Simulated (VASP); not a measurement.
# KBr (Fm-3m) in VASP: a series of runs

KBr is run at these levels: LDA, PBE; tasks: single point.

Program: VASP 6.6.1. These are calculated values, not measurements. Logs are shortened: lines on timing, memory, paths and dates and some standing lists are left out, and cuts for length are marked.

## (1) The cell of the first run

The structure is cubic, space group Fm-3m (No. 225). Conventional cell: a = 6.604 Å, b = 6.604 Å, c = 6.604 Å, α = 90.00°, β = 90.00°, γ = 90.00°. Within 4.3 Å of K (site symmetry m-3m) lie 6 Br at 3.30 Å. Br (site symmetry m-3m) has 6 K at 3.30 Å within 4.3 Å.

## (2) Single point, LDA

Contents of INCAR:

```
ALGO = Normal ; EDIFF = 1E-6
ENCUT = 500 ; GGA = CA
GGA_COMPAT = F ; ISIF = 2
ISMEAR = 0 ; LASPH = T
LCHARG = T ; LELF = T
LREAL = F ; LVHAR = T
LWAVE = F ; NBANDS = 15
NELM = 120 ; PREC = Accurate
SIGMA = 0.01
```

Contents of KPOINTS:

```
k-points
0
Gamma
  2 2 2
```

Contents of POSCAR:

```
KBr
1.0
    0.0000000000      3.3022478201      3.3022478201
    3.3022478201      0.0000000000      3.3022478201
    3.3022478201      3.3022478201      0.0000000000
K Br
1 1
Direct
    0.0000000000      0.0000000000      0.0000000000
    0.5000000000      0.5000000000      0.5000000000
```

Potentials or basis: VASP PAW LDA potentials, release 64 (K_sv, Br).

Launch:

```sh
$ cat potpaw_LDA.64/K_sv/POTCAR potpaw_LDA.64/Br/POTCAR > POTCAR
$ mpirun -np 1 vasp_std > vasp.out
```

OUTCAR:

```text
EDIFF = 1E-6
   ENCUT = 500
   GGA = CA
   ISIF = 2
   ISMEAR = 0
   LASPH = T
   LREAL = F
   NELM = 120
   PREC = Accurate

 ion  position               nearest neighbor table
   1  0.000  0.000  0.000-   2 3.30   2 3.30   2 3.30   2 3.30   2 3.30   2 3.30
   2  0.500  0.500  0.500-   1 3.30   1 3.30   1 3.30   1 3.30   1 3.30   1 3.30

  LATTYP: Found a face centered cubic cell.
 ALAT       =     6.6044956402

  Lattice vectors:

 A1 = (   0.0000000000,   3.3022478201,   3.3022478201)
 A2 = (   3.3022478201,   0.0000000000,   3.3022478201)
 A3 = (   3.3022478201,   3.3022478201,   0.0000000000)

Analysis of symmetry for initial positions (statically):
=====================================================================
 Subroutine PRICEL returns:
 Original cell was already a primitive cell.

 Routine SETGRP: Setting up the symmetry group for a
 face centered cubic supercell.

 Subroutine GETGRP returns: Found 48 space group operations
 (whereof 48 operations were pure point group operations)
 out of a pool of 48 trial point group operations.

The static configuration has the point symmetry O_h .

Analysis of symmetry for dynamics (positions and initial velocities):
=====================================================================
 Subroutine PRICEL returns:
 Original cell was already a primitive cell.

 Routine SETGRP: Setting up the symmetry group for a
 face centered cubic supercell.

 Subroutine GETGRP returns: Found 48 space group operations
 (whereof 48 operations were pure point group operations)
 out of a pool of 48 trial point group operations.

The dynamic configuration has the point symmetry O_h .

 Subroutine INISYM returns: Found 48 space group operations
 (whereof 48 operations are pure point group operations),
 and found     1 'primitive' translations

----------------------------------------------------------------------------------------

                                     Primitive cell

  volume of cell :      72.0210

  direct lattice vectors                    reciprocal lattice vectors
     0.000000000  3.302247820  3.302247820    -0.151412016  0.151412016  0.151412016
     3.302247820  0.000000000  3.302247820     0.151412016 -0.151412016  0.151412016
     3.302247820  3.302247820  0.000000000     0.151412016  0.151412016 -0.151412016

  length of vectors
     4.670083654  4.670083654  4.670083654     0.262253305  0.262253305  0.262253305

  position of ions in fractional coordinates (direct lattice)
     0.000000000  0.000000000  0.000000000
     0.500000000  0.500000000  0.500000000

  ion indices of the primitive-cell ions
   primitive index   ion index
                 1           1
                 2           2

----------------------------------------------------------------------------------------

 KPOINTS: k-points

Automatic generation of k-mesh.
 Grid dimensions read from file:
 generate k-points for:    2    2    2

 Generating k-lattice:

  Cartesian coordinates                     Fractional coordinates (reciprocal lattice)
    -0.075706008  0.075706008  0.075706008     0.500000000  0.000000000  0.000000000
     0.075706008 -0.075706008  0.075706008     0.000000000  0.500000000  0.000000000
     0.075706008  0.075706008 -0.075706008     0.000000000  0.000000000  0.500000000

  Length of vectors
     0.131126652  0.131126652  0.131126652

  Shift w.r.t. Gamma in fractional coordinates (k-lattice)
     0.000000000  0.000000000  0.000000000

 Subroutine IBZKPT returns following result:
 ===========================================

 Found      3 irreducible k-points:

 Following reciprocal coordinates:
            Coordinates               Weight
  0.000000  0.000000  0.000000      1.000000
  0.500000  0.000000  0.000000      4.000000
  0.500000  0.500000  0.000000      3.000000
   k-points           NKPTS =      3   k-points in BZ     NKDIM =      3   number of bands    NBANDS=     15
   number of dos      NEDOS =    301   number of ions     NIONS =      2
   total plane-waves  NPLWV =  46656
   dimension x,y,z NGX =    36 NGY =   36 NGZ =   36
   dimension x,y,z NGXF=    72 NGYF=   72 NGZF=   72
   ions per type =               1   1
   NGX,Y,Z   is equivalent  to a cutoff of  12.82, 12.82, 12.82 a.u.
   NGXF,Y,Z  is equivalent  to a cutoff of  25.63, 25.63, 25.63 a.u.
 SYSTEM =  unknown system
   PREC   = accura    normal or accurate (medium, high low for compatibility)
   ISTART =      0    job   : 0-new  1-cont  2-samecut
   ICHARG =      2    charge: 1-file 2-atom 10-const
   ISPIN  =      1    spin polarized calculation?
   LNONCOLLINEAR =      F non collinear calculations
   LSORBIT =      F    spin-orbit coupling
   LASPH  =      T    aspherical Exc in radial PAW
   ENCUT  =  500.0 eV  36.75 Ry    6.06 a.u.   8.51  8.51  8.51*2*pi/ulx,y,z
   NELM   =    120;   NELMIN=  2; NELMDL= -5     # of ELM steps
   EDIFF  = 0.1E-05   stopping-criterion for ELM
   LREAL  =      F    real-space projection
   EDIFFG = 0.1E-04   stopping-criterion for IOM
   NSW    =      0    number of steps for IOM
   IBRION =     -1    ionic relax: 0-MD 1-quasi-New 2-CG
   NFREE  =      0    steps in history (QN), initial steepest desc. (CG)
   ISIF   =      2    stress and relaxation
   ISYM   =      2    0-nonsym 1-usesym 2-fastsym
   POTIM  = 0.5000    time-step for ionic-motion
   TEBEG  =    0.0;   TEEND  =   0.0 temperature during run
   PSTRESS=    0.0 pullay stress
   NELECT =      16.0000    total number of electrons
   NUPDOWN=      -1.0000    fix difference up-down
   EMIN   =  10.00;   EMAX   =-10.00  energy-range for DOS
   EFERMI =   0.00;   METHOD = LEGACY
   ISMEAR =     0;   SIGMA  =   0.01  broadening in eV -4-tet -1-fermi 0-gaus
   EFERMI_NEDOS =   21; number of points for ismear=-14 and -15
   IALGO  =     38    algorithm
   IMIX   =      4    mixing-type and parameters
     AMIX     =   0.40;   BMIX     =  1.00
     AMIX_MAG =   1.60;   BMIX_MAG =  1.00
  volume/ion in A,a.u.               =      36.01       243.01
  Fermi-wavevector in a.u.,A,eV,Ry     =   0.991506  1.873674 13.375661  0.983083
  Thomas-Fermi vector in A             =   2.123252
   LORBIT       =      0    0 simple, 1 ext, 2 COOP (PROOUT), +10 PAW based schemes
   GGA     = CA    functional components
   LHFCALC =     F    Hartree Fock is set to
   AEXX    =    0.0000 exact exchange contribution
   IVDW    =     0    specifies the selected vdW correction
   LEPSILON=     F    determine dielectric tensor
   LRPA    =     F    only Hartree local field effects (RPA)
 non-spin polarized calculation
 Gauss-broadening in eV      SIGMA  =   0.01
  energy-cutoff  :      500.00
  volume of cell :       72.02
 maximum number of plane-waves:      1850
 NGX is ok and might be reduce to    36
   NGX = 17   NGY = 17   NGZ = 17

 number of electron      15.9999997 magnetization

 Free energy of the ion-electron system (eV)
  ---------------------------------------------------
  ext. energy  EPLUGINS =         0.00000000
  ---------------------------------------------------
  free energy    TOTEN  =        -6.67432962 eV

  energy without entropy =       -6.67432962  energy(sigma->0) =       -6.67432962

 E-fermi :  -1.7772     XC(G=0):  -7.8543

 val. band max:       -1.8307116948   @ k =   0.0000   0.0000   0.0000
 cond. band min:       2.1390354620   @ k =   0.0000   0.0000   0.0000
 fundamental gap:      3.9697471568
 Fermi energy:        -1.7771678368

 k-point     1 :       0.0000    0.0000    0.0000
  band No.  band energies     occupation
      1     -29.3649      2.00000
      2     -14.1309      2.00000
      3     -13.0773      2.00000
      4     -13.0773      2.00000
      5     -13.0773      2.00000
      6      -1.8307      2.00000
      7      -1.8307      2.00000
      8      -1.8307      2.00000
      9       2.1390      0.00000
     10       5.4334      0.00000
     11       5.4334      0.00000
     12       5.4334      0.00000
     13       6.3017      0.00000
     14       6.3017      0.00000
     15       9.2960      0.00000

 k-point     2 :       0.5000    0.0000    0.0000
  band No.  band energies     occupation
      1     -29.3588      2.00000
      2     -14.3132      2.00000
      3     -13.0836      2.00000
      4     -13.0836      2.00000
      5     -12.8229      2.00000
      6      -3.0960      2.00000
      7      -2.1859      2.00000
      8      -2.1859      2.00000
      9       4.3489      0.00000
     10       6.0350      0.00000
     11       7.5956      0.00000
     12       7.5956      0.00000
     13       7.9233      0.00000
     14       7.9233      0.00000
     15       8.7004      0.00000

 k-point     3 :       0.5000    0.5000    0.0000
  band No.  band energies     occupation
      1     -29.3570      2.00000
      2     -14.0290      2.00000
      3     -13.1751      2.00000
      4     -13.1160      2.00000
      5     -13.1160      2.00000
      6      -2.6979      2.00000
      7      -2.1334      2.00000
      8      -2.1334      2.00000
      9       3.6544      0.00000
     10       4.9474      0.00000
     11       7.2614      0.00000
     12       7.2697      0.00000
     13       7.5329      0.00000
     14       8.6513      0.00000
     15       8.6513      0.00000

------------------------ aborting loop because EDIFF is reached ----------------------------------------

  FORCE on cell =-STRESS in cart. coord.  units (eV):
  Direction    XX          YY          ZZ          XY          YZ          ZX
  --------------------------------------------------------------------------------------
  -------------------------------------------------------------------------------------
  Total       -0.4619694     -0.4619694     -0.4619694      0.0000000      0.0000000      0.0000000
  in kB      -10.2769640    -10.2769640    -10.2769640      0.0000000      0.0000000      0.0000000
  external PRESSURE =     -10.2769640 kB  Pullay stress =       0.0000000 kB

 VOLUME and BASIS-vectors are now :
 -----------------------------------------------------------------------------
  energy-cutoff  :      500.00
  volume of cell :       72.02
      direct lattice vectors                 reciprocal lattice vectors
     0.000000000  3.302247820  3.302247820    -0.151412016  0.151412016  0.151412016
     3.302247820  0.000000000  3.302247820     0.151412016 -0.151412016  0.151412016
     3.302247820  3.302247820  0.000000000     0.151412016  0.151412016 -0.151412016

 POSITION                                       TOTAL-FORCE (eV/Angst)
 -----------------------------------------------------------------------------------
      0.00000      0.00000      0.00000         0.000000     -0.000000     -0.000000
      3.30225      3.30225      3.30225        -0.000000      0.000000      0.000000
 -----------------------------------------------------------------------------------
    total drift:                                0.000000      0.000000      0.000000

  FREE ENERGIE OF THE ION-ELECTRON SYSTEM (eV)
  ---------------------------------------------------
  free  energy   TOTEN  =        -6.6743296234 eV

  energy  without entropy=       -6.6743296234  energy(sigma->0) =       -6.67432962
```

Run time: 8.3 s. Hardware: 1 thread of Intel Xeon Platinum 8488C (Sapphire Rapids), shared host; peak memory 0.16 GiB.

Results:

- Free energy: -6.6743 eV
- Pressure: -1.0 GPa
- Band gap on the k mesh: 3.97 eV

Caveat: the k points lie up to 0.82 Å⁻¹ apart.

## (3) Single point, PBE

Contents of INCAR:

```
  PREC = Accurate
  ENCUT = 500
  EDIFF = 1E-6
  ISMEAR = 0
  SIGMA = 0.01
  LREAL = F
  LASPH = T
  NELM = 120
  ALGO = Normal
  ISIF = 2
  LWAVE = F
  LCHARG = F
  GGA = PE
  NBANDS = 15
  GGA_COMPAT = F
```

Contents of KPOINTS:

```
regular mesh
0
Gamma
  2 2 2
```

POSCAR is that of step 2.

Potentials or basis: VASP PAW PBE potentials, release 64 (K_sv, Br).

Launch:

```sh
$ cat potpaw_PBE.64/K_sv/POTCAR potpaw_PBE.64/Br/POTCAR > POTCAR
$ mpirun -np 1 vasp_std > vasp.out
```

Wall time 9.4 s (1 thread of Intel Xeon Platinum 8488C (Sapphire Rapids), shared host); peak memory 0.19 GiB.

Results (log left out):

```
Free energy            : -6.1110 eV
Pressure               : 1.3 GPa
Band gap on the k mesh : 4.39 eV
```

Levels at points of the mesh, in eV from the valence-band top:
```tsv
k point	band 6	band 7	band 8	band 9	band 10	band 11
(0.00, 0.00, 0.00)	0.00	0.00	0.00	4.39	7.54	7.54
(0.50, 0.00, 0.00)	-1.19	-0.34	-0.34	6.55	8.20	9.68
(0.50, 0.50, 0.00)	-0.82	-0.29	-0.29	5.82	7.13	9.28
```

Caveat: the k points lie up to 0.82 Å⁻¹ apart.
